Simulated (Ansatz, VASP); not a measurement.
# One calculation of BeTe, two programs

```
CELL_PARAMETERS angstrom
1.78700 -4.79745 0.00000
1.78700 4.79745 0.00000
0.00000 0.00000 3.56915
ATOMIC_POSITIONS crystal
Be 0.50000 0.50000 0.50000
Te 0.00000 0.00000 0.00000
```

Alike in both runs: task single point; functional PBE-based screened hybrid; k mesh 4 × 4 × 4; occupations fermi-dirac, width 0.05 eV; no spin polarisation.

|  | VASP | Ansatz |
| --- | --- | --- |
| version | VASP 6.6.1 | Ansatz 0.2.0 |
| potentials or method | VASP PAW PBE potentials, release 64 (Be, Te) | Ansatz PAW |
| plane-wave cutoff (eV) | 520 | 420 |
| valence electrons in the cell | 8 | 18 |

|  | VASP | Ansatz | Ansatz less VASP |
| --- | --- | --- | --- |
| gap on the k mesh at the Fermi level (eV) | none | none | - |
| pressure (GPa) | -0.5 | -0.5 | +0.01 |
| traceless stress, the component that is largest in VASP (GPa) | 0.35 | 0.38 | +0.027 |

VASP's potentials were made for PBE, not for PBE-based screened hybrid. A gap of «none» marks a metal or a gap that the smearing closes. The functional is the same, so the differences come from potentials, cutoffs and numerics. VASP's potentials hold 8 valence electrons a cell and Ansatz's 18, so a difference there can come from the potentials and not from the codes.

The k mesh is coarse, so the values compare programs but aren't converged. Neither program's run includes spin-orbit coupling.
